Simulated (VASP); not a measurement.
A run of VASP 6.6.1 is set up as follows.

POSCAR

```
SnTe
1.0
    0.0000000000      3.2126470615      3.2126470615
    3.2126470615      0.0000000000      3.2126470615
    3.2126470615      3.2126470615      0.0000000000
Te Sn
1 1
Direct
    0.5000000000      0.5000000000      0.5000000000
    0.0000000000      0.0000000000      0.0000000000
```

INCAR.step1

```
  PREC = Accurate
  ENCUT = 520
  EDIFF = 1E-5
  ISMEAR = -1
  SIGMA = 0.05
  LREAL = False
  LASPH = True
  NELM = 60
  ALGO = Normal
  ISIF = 2
  LWAVE = True
  NBANDS = 17
  GGA = PE
```

File INCAR.step2:

```
  PREC = Accurate
  ENCUT = 520
  EDIFF = 1E-7
  ISMEAR = -1
  SIGMA = 0.05
  LREAL = False
  LASPH = True
  NELM = 60
  ALGO = Normal
  ISIF = 2
  LWAVE = False
  LCHARG = True
  GGA = PE
  LHFCALC = True
  AEXX = 1.0
  ALDAC = 0.0
  AGGAC = 0.0
  PRECFOCK = Normal
  LELF = True
  LVHAR = True
  NBANDS = 17
  ISTART = 1
```

KPOINTS

```
regular mesh
0
Gamma
  4 4 4
```

Potentials or basis: VASP PAW PBE potentials, release 64 (Te, Sn_d).

Launch:

```bash
$ cat potpaw_PBE.64/Te/POTCAR potpaw_PBE.64/Sn_d/POTCAR > POTCAR
$ cp INCAR.step1 INCAR
$ mpirun -np 1 vasp_std > vasp.out
$ cp INCAR.step2 INCAR
$ mpirun -np 1 vasp_std > vasp.out
```

Q: Estimate the pressure.

A: 2.6 GPa.

Q: Predict the band gap on the k mesh.

A: 4.02 eV.

Caveat: the k points lie up to 0.42 Å⁻¹ apart; the PAW data sets were made with another functional, which shifts forces and pressure a little; spin-orbit coupling is left out, which moves the levels of the heavy elements. A k mesh can miss the band edges.
